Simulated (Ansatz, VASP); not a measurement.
# Li2S in VASP and in Ansatz

POSCAR

```
Li2S
1.0
    0.0000000000      2.8452942165      2.8452942165
    2.8452942165      0.0000000000      2.8452942165
    2.8452942165      2.8452942165      0.0000000000
S Li
1 2
Direct
    0.0000000000      0.0000000000      0.0000000000
    0.2500000000      0.2500000000      0.2500000000
    0.7500000000      0.7500000000      0.7500000000
```

INCAR.step1

```
ALGO     = Normal         # electronic algorithm
EDIFF    = 1E-5           # SCF threshold, eV
ENCUT    = 650            # plane-wave cutoff, eV
GGA      = PE             # functional
GGA_COMPAT= F            
ISIF     = 2              # what is computed and relaxed
ISMEAR   = 0              # smearing method
LASPH    = T              # aspherical terms in the spheres
LCHARG   = F              # write CHGCAR
LREAL    = F              # projectors in reciprocal space
LWAVE    = T              # write WAVECAR
NBANDS   = 13             # bands
NELM     = 120            # most SCF steps
PREC     = Accurate       # precision mode
SIGMA    = 0.01           # smearing width, eV
```

Contents of INCAR.step2:

```
AEXX     = 0.15           # exact-exchange fraction
ALGO     = Normal         # electronic algorithm
EDIFF    = 1E-6           # SCF threshold, eV
ENCUT    = 650            # plane-wave cutoff, eV
GGA      = PE             # functional
GGA_COMPAT= F            
HFSCREEN = 0.3            # screening, 1/A
ISIF     = 2              # what is computed and relaxed
ISMEAR   = 0              # smearing method
ISTART   = 1            
LASPH    = T              # aspherical terms in the spheres
LCHARG   = F              # write CHGCAR
LHFCALC  = T              # exact exchange
LREAL    = F              # projectors in reciprocal space
LWAVE    = F              # write WAVECAR
NBANDS   = 13             # bands
NELM     = 120            # most SCF steps
PREC     = Accurate       # precision mode
PRECFOCK = Normal       
SIGMA    = 0.01           # smearing width, eV
```

Contents of KPOINTS:

```
k-points
0
Gamma
  4 4 4
```

Input for Ansatz:

```yaml
crystal:
  lattice:
    - [0.0, 2.8452942165, 2.8452942165]
    - [2.8452942165, 0.0, 2.8452942165]
    - [2.8452942165, 2.8452942165, 0.0]
  atoms:
    - { symbol: S, position: [0.0, 0.0, 0.0] }
    - { symbol: Li, position: [0.25, 0.25, 0.25] }
    - { symbol: Li, position: [0.75, 0.75, 0.75] }
kpoints:
  mp_grid: { grid: [4, 4, 4] }
hamiltonian:
  xc: { exchange: pbe, correlation: pbe, exx: { coeff: 0.15, omega: 0.3 } }
scf:
  occupations: { method: fixed }
  n_extra_bands: 4
output:
  forces: true
  stress: true
  eigenvalues: true
```

Alike in both runs: task single point; functional PBE-based screened hybrid; k mesh 4 × 4 × 4; no spin polarisation.

```csv
,VASP,Ansatz
version,VASP 6.6.1,Ansatz 0.2.0
potentials or method,"VASP PAW PBE potentials, release 64 (S, Li_sv)",plane waves
plane-wave cutoff (eV),650,420
occupations,"gaussian, width 0.01 eV",fixed
valence electrons in the cell,12,12
```

Ansatz gave:

```
gap on the k mesh at the Fermi level (eV) : 3.83
pressure (GPa)                            : 0.0
```

**Question.** Estimate VASP's values.

**Answer.** gap on the k mesh at the Fermi level (eV): 3.83; pressure (GPa): -0.2.

VASP's potentials were made for PBE, not for PBE-based screened hybrid. Ansatz's warnings: stress exchange threshold loose, stress scf threshold loose.

The k mesh is coarse, so the values compare programs but aren't converged.
